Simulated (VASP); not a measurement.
Wanted: the native input for a VASP 6.6.1 run.

```
Task                   : electric field gradients
Functional             : PBE
Potentials or basis    : VASP PAW PBE potentials, release 64 (B, P)
Cutoff                 : 520 eV
k mesh                 : 9 × 9 × 9
Occupations            : fermi-dirac, width 0.08 eV
Spin                   : no spin polarisation
Dipole correction      : no
Further INCAR settings : ALGO = Normal; EDIFF = 1e-08; NBANDS = 11
```

The structure of BP lies in POSCAR:

```
BP
1.0
    0.0000000000      2.2690000000      2.2690000000
    2.2690000000      0.0000000000      2.2690000000
    2.2690000000      2.2690000000      0.0000000000
B P
1 1
Direct
    0.0000000000      0.0000000000      0.0000000000
    0.7500000000      0.7500000000      0.7500000000
```

One way to write it, as run:

INCAR

```
SYSTEM = BP
  PREC = Accurate
  ENCUT = 520
  EDIFF = 1E-8
  ISMEAR = -1
  SIGMA = 0.08
  LREAL = .FALSE.
  LASPH = .TRUE.
  NELM = 80
  ALGO = Normal
  ISIF = 2
  LWAVE = .FALSE.
  LCHARG = .FALSE.
  GGA = PE
  LEFG = .TRUE.
  NBANDS = 11
```

KPOINTS

```
Automatic mesh
0
G
  9 9 9
  0 0 0
```

Potentials or basis: VASP PAW PBE potentials, release 64 (B, P).

Launch:

```console
$ cat potpaw_PBE.64/B/POTCAR potpaw_PBE.64/P/POTCAR > POTCAR
$ mpirun -np 1 vasp_std > vasp.out
```

It gave:

* Pressure: 0.9 GPa
* Band gap on the k mesh: 1.26 eV, indirect (least direct gap 3.40 eV)

Caveat: without QUAD_EFG the Cq values of the log hold for a quadrupole moment of 1 mb, not for the nuclei.

Wall time 7 s on 1 thread of Intel Xeon 8259CL (shared host), peak memory 0.14 GiB.
